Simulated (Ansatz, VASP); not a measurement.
**Sb: VASP beside Ansatz**

```
Sb
1.0
     2.15060    1.24165    3.66912
    -2.15060    1.24165    3.66912
     0.00000   -2.48330    3.66912
Sb
2
Direct
  0.23364 0.23364 0.23364
  0.76636 0.76636 0.76636
```

Change from the starting cell: zz strain of -2 %.

Alike in both runs: task single point; functional PBEsol; k mesh 9 × 9 × 9; occupations fermi-dirac, width 0.05 eV; no spin polarisation.

|  | VASP | Ansatz |
| --- | --- | --- |
| version | VASP 6.6.1 | Ansatz 0.2.0 |
| potentials or method | VASP PAW PBE potentials, release 64 (Sb), cutoff 500 eV | all-electron LAPW, scalar-relativistic |

Ansatz gave:

```
pressure (GPa)                                                : 1.5
traceless stress, the component that is largest in VASP (GPa) : 0.08
rms of the force components (eV/Å)                            : 0.156
```

What did VASP give for the same quantities?

Pressure (GPa): 1.7; traceless stress, the component that is largest in VASP (GPa): 0.01; rms of the force components (eV/Å): 0.190.

VASP's potentials were made for PBE, not for PBEsol. Atom by atom the forces differ by 0.034 eV/Å (rms over components). Ansatz ran all-electron here, and VASP with PAW potentials.

Spin-orbit coupling is off throughout.
